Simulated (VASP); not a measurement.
A run of VASP 6.6.1:

File INCAR:

```
SYSTEM = BAs
PREC = Accurate ; ENCUT = 520
EDIFF = 1E-8 ; ISMEAR = -1
SIGMA = 0.03 ; LREAL = .False.
LASPH = .True. ; NELM = 100
ALGO = Normal ; ISIF = 2
LWAVE = .False. ; LCHARG = .False.
GGA = PE ; LEFG = .True.
NBANDS = 11
```

KPOINTS

```
regular mesh
0
Gamma
  15 15 15
  0 0 0
```

Contents of POSCAR:

```
BAs
1.0
    0.0000000000      2.4353452264      2.4353452264
    2.4353452264      0.0000000000      2.4353452264
    2.4353452264      2.4353452264      0.0000000000
B As
1 1
Direct
    0.0000000000      0.0000000000      0.0000000000
    0.7500000000      0.7500000000      0.7500000000
```

Potentials or basis: VASP PAW PBE potentials, release 64 (B, As).

Run with:

```sh
$ cat potpaw_PBE.64/B/POTCAR potpaw_PBE.64/As/POTCAR > POTCAR
$ mpirun -np 1 vasp_std > vasp.out
```

Hardware: 1 thread of AMD EPYC 9R45 (Zen 5), on a shared host.

Estimate the wall time of this run.

Run time: 44 s on 1 thread of AMD EPYC 9R45 (Zen 5), with other jobs on the host, peak memory 0.15 GiB. Counts: scf iterations 15, k points 120.
